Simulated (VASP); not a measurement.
Wanted: the native input for a VASP 6.6.1 run.

- Task: electric field gradients
- Functional: PBE
- Potentials or basis: VASP PAW PBE potentials, release 64 (Sn_d, Cd, S)
- Cutoff: 520 eV
- k mesh: 3 × 3 × 2
- Occupations: fermi-dirac, width 0.01 eV
- Spin: no spin polarisation
- Dipole correction: no
- Further INCAR settings: LREAL = Auto; ALGO = Normal; EDIFF = 1e-08; NBANDS = 167

The structure of Cd15SnS16 (a cell with a defect) lies in POSCAR:

```
Cd15SnS16
1.0
    8.3000000000      0.0000000000      0.0000000000
   -4.1500000000      7.1880108514      0.0000000000
    0.0000000000      0.0000000000     13.4740000000
Sn Cd S
1 15 16
Direct
    0.1666666666      0.3333333334      0.0000000000
    0.1666666666      0.3333333334      0.5000000000
    0.1666666666      0.8333333334      0.0000000000
    0.1666666666      0.8333333334      0.5000000000
    0.6666666666      0.3333333334      0.0000000000
    0.6666666666      0.3333333334      0.5000000000
    0.6666666666      0.8333333334      0.0000000000
    0.6666666666      0.8333333334      0.5000000000
    0.3333333334      0.1666666666      0.2500000000
    0.3333333334      0.1666666666      0.7500000000
    0.3333333334      0.6666666666      0.2500000000
    0.3333333334      0.6666666666      0.7500000000
    0.8333333334      0.1666666666      0.2500000000
    0.8333333334      0.1666666666      0.7500000000
    0.8333333334      0.6666666666      0.2500000000
    0.8333333334      0.6666666666      0.7500000000
    0.1666666666      0.3333333334      0.1875000000
    0.1666666666      0.3333333334      0.6875000000
    0.1666666666      0.8333333334      0.1875000000
    0.1666666666      0.8333333334      0.6875000000
    0.6666666666      0.3333333334      0.1875000000
    0.6666666666      0.3333333334      0.6875000000
    0.6666666666      0.8333333334      0.1875000000
    0.6666666666      0.8333333334      0.6875000000
    0.3333333334      0.1666666666      0.4375000000
    0.3333333334      0.1666666666      0.9375000000
    0.3333333334      0.6666666666      0.4375000000
    0.3333333334      0.6666666666      0.9375000000
    0.8333333334      0.1666666666      0.4375000000
    0.8333333334      0.1666666666      0.9375000000
    0.8333333334      0.6666666666      0.4375000000
    0.8333333334      0.6666666666      0.9375000000
```

One way to write it, as run:

INCAR

```
PREC = Accurate ; ENCUT = 520
EDIFF = 1E-8 ; ISMEAR = -1
SIGMA = 0.01 ; LREAL = Auto
LASPH = T ; NELM = 100
ALGO = Normal ; ISIF = 2
LWAVE = F ; LCHARG = F
GGA = PE ; LEFG = T
NBANDS = 167
```

KPOINTS

```
Automatic mesh
0
Gamma
  3 3 2
```

Potentials or basis: VASP PAW PBE potentials, release 64 (Sn_d, Cd, S).

Run with:

```sh
$ cat potpaw_PBE.64/Sn_d/POTCAR potpaw_PBE.64/Cd/POTCAR potpaw_PBE.64/S/POTCAR > POTCAR
$ mpirun -np 1 vasp_std > vasp.out
```

Results of the run:

```yaml
Pressure: 3.7 GPa
Largest_force: 1.275 eV/Å
Band_gap_on_the_k_mesh: zero (bands 145 and 146 overlap by 0.18 eV)
Largest_electric_field_gradient_by_atom: Sn -0.9; Cd -2.2, +9.0, -3.2, -10.3, +3.9, -7.0, -1.4 (each value once); S +0.9, +1.1, -2.2, -1.6, +3.8, -1.4, +2.7, -0.7 (each value once) V/Å²
```

Caveat: without QUAD_EFG the Cq values of the log hold for a quadrupole moment of 1 mb, not for the nuclei; spin-orbit coupling is left out, which moves the levels of the heavy elements.

Wall time 19 min on 1 thread of Intel(R) Xeon(R) 6975P-C (Granite Rapids), with other jobs on the host, peak memory 1.1 GiB.
